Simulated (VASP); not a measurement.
# HfN (Fm-3m) in VASP: notebook

Runs on HfN. Level: r2SCAN. Tasks: single point.

Everything below comes from runs of VASP 6.6.1. Logs are shortened: lines on timing, memory, paths and dates and some standing lists are left out, and cuts for length are marked.

**1. The cell of the first run**

Symmetry: Fm-3m, No. 225, cubic system. Conventional cell: a = 4.518 Å, b = 4.518 Å, c = 4.518 Å, α = 90.00°, β = 90.00°, γ = 90.00°. Hf (site symmetry m-3m) has 6 N at 2.26 Å within 3.0 Å. Within 3.0 Å of N (site symmetry m-3m) lie 6 Hf at 2.26 Å.

**2. Single point, r2SCAN**

POSCAR

```
HfN
1.0
    0.0000000000      2.2590000000      2.2590000000
    2.2590000000      0.0000000000      2.2590000000
    2.2590000000      2.2590000000      0.0000000000
Hf N
1 1
Direct
    0.0000000000      0.0000000000      0.0000000000
    0.5000000000      0.5000000000      0.5000000000
```

INCAR.step1

```
  PREC = Accurate
  ENCUT = 660
  ISMEAR = 0
  SIGMA = 0.1
  LREAL = False
  LASPH = True
  NELM = 120
  NBANDS = 14
  GGA = PE
  ALGO = Normal
  EDIFF = 1E-5
  LWAVE = True
  LCHARG = False
  GGA_COMPAT = False
```

INCAR.step2

```
  PREC = Accurate
  ENCUT = 660
  EDIFF = 1E-6
  ISMEAR = 0
  SIGMA = 0.1
  LREAL = False
  LASPH = True
  NELM = 120
  ALGO = Normal
  ISIF = 2
  LWAVE = False
  LCHARG = True
  METAGGA = R2SCAN
  LMIXTAU = True
  LELF = True
  LVHAR = True
  NBANDS = 14
  ISTART = 1
  GGA_COMPAT = False
```

KPOINTS

```
regular mesh
0
Gamma
  8 8 8
```

Potentials or basis: VASP PAW PBE potentials, release 64 (Hf_pv, N).

Command:

```console
$ cat potpaw_PBE.64/Hf_pv/POTCAR potpaw_PBE.64/N/POTCAR > POTCAR
$ cp INCAR.step1 INCAR
$ mpirun -np 1 vasp_std > vasp.out
$ cp INCAR.step2 INCAR
$ mpirun -np 1 vasp_std > vasp.out
```

OUTCAR:

```text
PREC = Accurate
   ENCUT = 660
   EDIFF = 1E-6
   ISMEAR = 0
   LREAL = False
   LASPH = True
   NELM = 120
   ISIF = 2
   METAGGA = R2SCAN
   ISTART = 1

 ion  position               nearest neighbor table
   1  0.000  0.000  0.000-   2 2.26   2 2.26   2 2.26   2 2.26   2 2.26   2 2.26
   2  0.500  0.500  0.500-   1 2.26   1 2.26   1 2.26   1 2.26   1 2.26   1 2.26

  LATTYP: Found a face centered cubic cell.
 ALAT       =     4.5180000000

  Lattice vectors:

 A1 = (   0.0000000000,   2.2590000000,   2.2590000000)
 A2 = (   2.2590000000,   0.0000000000,   2.2590000000)
 A3 = (   2.2590000000,   2.2590000000,   0.0000000000)

Analysis of symmetry for initial positions (statically):
=====================================================================
 Subroutine PRICEL returns:
 Original cell was already a primitive cell.

 Routine SETGRP: Setting up the symmetry group for a
 face centered cubic supercell.

 Subroutine GETGRP returns: Found 48 space group operations
 (whereof 48 operations were pure point group operations)
 out of a pool of 48 trial point group operations.

The static configuration has the point symmetry O_h .

Analysis of symmetry for dynamics (positions and initial velocities):
=====================================================================
 Subroutine PRICEL returns:
 Original cell was already a primitive cell.

 Routine SETGRP: Setting up the symmetry group for a
 face centered cubic supercell.

 Subroutine GETGRP returns: Found 48 space group operations
 (whereof 48 operations were pure point group operations)
 out of a pool of 48 trial point group operations.

The dynamic configuration has the point symmetry O_h .

 Subroutine INISYM returns: Found 48 space group operations
 (whereof 48 operations are pure point group operations),
 and found     1 'primitive' translations

----------------------------------------------------------------------------------------

                                     Primitive cell

  volume of cell :      23.0557

  direct lattice vectors                    reciprocal lattice vectors
     0.000000000  2.259000000  2.259000000    -0.221336875  0.221336875  0.221336875
     2.259000000  0.000000000  2.259000000     0.221336875 -0.221336875  0.221336875
     2.259000000  2.259000000  0.000000000     0.221336875  0.221336875 -0.221336875

  length of vectors
     3.194708437  3.194708437  3.194708437     0.383366713  0.383366713  0.383366713

  position of ions in fractional coordinates (direct lattice)
     0.000000000  0.000000000  0.000000000
[... 83 lines left out ...]
   NFREE  =      0    steps in history (QN), initial steepest desc. (CG)
   ISIF   =      2    stress and relaxation
   ISYM   =      2    0-nonsym 1-usesym 2-fastsym
   POTIM  = 0.5000    time-step for ionic-motion
   TEBEG  =    0.0;   TEEND  =   0.0 temperature during run
   PSTRESS=    0.0 pullay stress
   NELECT =      15.0000    total number of electrons
   NUPDOWN=      -1.0000    fix difference up-down
   EMIN   =  10.00;   EMAX   =-10.00  energy-range for DOS
   EFERMI =   0.00;   METHOD = LEGACY
   ISMEAR =     0;   SIGMA  =   0.10  broadening in eV -4-tet -1-fermi 0-gaus
   EFERMI_NEDOS =   21; number of points for ismear=-14 and -15
   IALGO  =     38    algorithm
   IMIX   =      4    mixing-type and parameters
     AMIX     =   0.40;   BMIX     =  1.00
     AMIX_MAG =   1.60;   BMIX_MAG =  1.00
  volume/ion in A,a.u.               =      11.53        77.79
  Fermi-wavevector in a.u.,A,eV,Ry     =   1.418553  2.680677 27.378918  2.012294
  Thomas-Fermi vector in A             =   2.539667
   LORBIT       =      0    0 simple, 1 ext, 2 COOP (PROOUT), +10 PAW based schemes
   METAGGA = R2SCAN    functional components
   LHFCALC =     F    Hartree Fock is set to
   AEXX    =    0.0000 exact exchange contribution
   IVDW    =     0    specifies the selected vdW correction
   LEPSILON=     F    determine dielectric tensor
   LRPA    =     F    only Hartree local field effects (RPA)
 non-spin polarized calculation
 Gauss-broadening in eV      SIGMA  =   0.10
  energy-cutoff  :      660.00
  volume of cell :       23.06
 maximum number of plane-waves:       905
   NGX = 13   NGY = 13   NGZ = 13

 number of electron      15.0000002 magnetization

 Free energy of the ion-electron system (eV)
  ---------------------------------------------------
  ext. energy  EPLUGINS =         0.00000000
  ---------------------------------------------------
  free energy    TOTEN  =       -58.22231252 eV

  energy without entropy =      -58.21862403  energy(sigma->0) =      -58.22046827

 E-fermi :   8.5298     XC(G=0): -13.5652

 val. band max:        8.4973970601   @ k =   0.1250   0.0000   0.0000
 cond. band min:       8.5406248959   @ k =   0.3750   0.1250   0.0000
 fundamental gap:      0.0432278359
 Fermi energy:         8.5297651427

 k-point     1 :       0.0000    0.0000    0.0000
  band No.  band energies     occupation
      1     -24.0169      2.00000
      2     -24.0169      2.00000
      3     -24.0169      2.00000
      4     -10.1638      2.00000
      5       5.1137      2.00000
      6       5.1137      2.00000
      7       5.1137      2.00000
      8       8.1934      2.00000
      9       8.1934      2.00000
     10       8.1934      2.00000
     11      10.5375      0.00000
     12      10.5375      0.00000
     13      10.5889      0.00000
     14      18.5539      0.00000
[... 377 lines left out ...]
      1     -24.8255      2.00000
      2     -24.3375      2.00000
      3     -24.1809      2.00000
      4      -8.0101      2.00000
      5       0.3501      2.00000
      6       2.3015      2.00000
      7       2.3725      2.00000
      8      10.2139      0.00000
      9      10.6587      0.00000
     10      12.9681      0.00000
     11      15.0477      0.00000
     12      16.5154      0.00000
     13      18.1823      0.00000
     14      19.4874      0.00000

 [... further k-points ...]
[... 5 lines left out ...]
  --------------------------------------------------------------------------------------
  -------------------------------------------------------------------------------------
  Total       -0.1481435     -0.1481435     -0.1481435     -0.0000000     -0.0000000     -0.0000000
  in kB      -10.2947212    -10.2947212    -10.2947212     -0.0000000     -0.0000000     -0.0000000
  external PRESSURE =     -10.2947212 kB  Pullay stress =       0.0000000 kB

 VOLUME and BASIS-vectors are now :
 -----------------------------------------------------------------------------
  energy-cutoff  :      660.00
  volume of cell :       23.06
      direct lattice vectors                 reciprocal lattice vectors
     0.000000000  2.259000000  2.259000000    -0.221336875  0.221336875  0.221336875
     2.259000000  0.000000000  2.259000000     0.221336875 -0.221336875  0.221336875
     2.259000000  2.259000000  0.000000000     0.221336875  0.221336875 -0.221336875

 POSITION                                       TOTAL-FORCE (eV/Angst)
 -----------------------------------------------------------------------------------
      0.00000      0.00000      0.00000         0.000000      0.000000     -0.000000
      2.25900      2.25900      2.25900         0.000000      0.000000      0.000000
 -----------------------------------------------------------------------------------
    total drift:                                0.000000      0.000000      0.000000

  FREE ENERGIE OF THE ION-ELECTRON SYSTEM (eV)
  ---------------------------------------------------
  free  energy   TOTEN  =       -58.2223125193 eV

  energy  without entropy=      -58.2186240292  energy(sigma->0) =      -58.22046827
```

OUTCAR.step1:

```text
PREC = Accurate
   ENCUT = 660
   ISMEAR = 0
   LREAL = False
   LASPH = True
[... 629 lines left out ...]
      0.00000      0.00000      0.00000        -0.000000     -0.000000     -0.000000
      2.25900      2.25900      2.25900         0.000000      0.000000      0.000000
 -----------------------------------------------------------------------------------
    total drift:                                0.000000      0.000000      0.000000

  FREE ENERGIE OF THE ION-ELECTRON SYSTEM (eV)
  ---------------------------------------------------
  free  energy   TOTEN  =       -21.7459130338 eV

  energy  without entropy=      -21.7419375152  energy(sigma->0) =      -21.74392527
```

OSZICAR.step1:

```text
N       E                     dE             d eps       ncg     rms          rms(c)
DAV:   1     0.495070340181E+02    0.49507E+02   -0.90703E+03   812   0.123E+03
DAV:   2    -0.221329105208E+02   -0.71640E+02   -0.67090E+02  1056   0.283E+02
DAV:   3    -0.247550211181E+02   -0.26221E+01   -0.26087E+01   956   0.450E+01
DAV:   4    -0.247668202945E+02   -0.11799E-01   -0.11797E-01   992   0.347E+00
DAV:   5    -0.247669086294E+02   -0.88335E-04   -0.88334E-04   952   0.262E-01    0.490E+01
DAV:   6    -0.218437457213E+02    0.29232E+01   -0.82723E+00   950   0.237E+01    0.413E+01
DAV:   7    -0.217727854403E+02    0.70960E-01   -0.50351E-01  1004   0.631E+00    0.267E+01
DAV:   8    -0.217531246134E+02    0.19661E-01   -0.11668E-01   956   0.313E+00    0.689E+00
DAV:   9    -0.217460706160E+02    0.70540E-02   -0.20240E-02   920   0.122E+00    0.207E+00
DAV:  10    -0.217459357323E+02    0.13488E-03   -0.12120E-03  1034   0.341E-01    0.334E-01
DAV:  11    -0.217459152803E+02    0.20452E-04   -0.72173E-05   962   0.857E-02    0.107E-01
DAV:  12    -0.217459130338E+02    0.22466E-05   -0.60392E-06   652   0.220E-02
   1 F= -.21745913E+02 E0= -.21743925E+02  d E =-.397552E-02
```

It took 2.3 min on 1 thread of Oxide Virtual Turin-like, shared host; peak memory 0.14 GiB.

Results:

```
Free energy            : -58.2223 eV
Pressure               : -1.0 GPa
Band gap on the k mesh : zero (an odd number of electrons rules out a gap without spin polarisation)
```

Caveat: the PAW data sets were made with another functional, which shifts forces and pressure a little; spin-orbit coupling is left out, which moves the levels of the heavy elements.

[end of part 1 of 2]

The gap in the log of VASP goes by the Fermi energy; the results here count the filled bands.